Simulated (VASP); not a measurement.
Input of a VASP 6.6.1 run:

File INCAR:

```
SYSTEM = MgI2
  PREC = Accurate
  ENCUT = 520
  EDIFF = 1E-6
  ISMEAR = 0
  SIGMA = 0.05
  LREAL = .False.
  LASPH = .True.
  NELM = 80
  ALGO = Normal
  ISIF = 2
  LWAVE = .False.
  LCHARG = .False.
  GGA = PE
  NBANDS = 15
```

File KPOINTS:

```
Automatic mesh
0
Gamma
  6 6 4
  0 0 0
```

Contents of POSCAR:

```
MgI2
1.0
    4.2295124603      0.0000000000      0.0000000000
   -2.1147562301      3.6628652362      0.0000000000
    0.0000000000      0.0000000000      7.8531465561
Mg I
1 2
Direct
    0.0000000000      0.0000000000      0.0000000000
    0.3333333333      0.6666666667      0.7781860196
    0.6666666667      0.3333333333      0.2218139804
```

Potentials or basis: VASP PAW PBE potentials, release 64 (Mg, I).

Run with:

```console
$ cat potpaw_PBE.64/Mg/POTCAR potpaw_PBE.64/I/POTCAR > POTCAR
$ mpirun -np 1 vasp_std > vasp.out
```

(1) Predict the largest force.

(2) What does it give for the band gap on the k mesh?

(3) Estimate the pressure.

## Answers

(1) 0.349 eV/Å.

(2) 3.45 eV, indirect (least direct gap 3.48 eV).

(3) -1.1 GPa.

Caveat: spin-orbit coupling is left out, which moves the levels of the heavy elements; this functional lacks dispersion, which binds the layers, so the pressure and a relaxed spacing across them are unreliable.
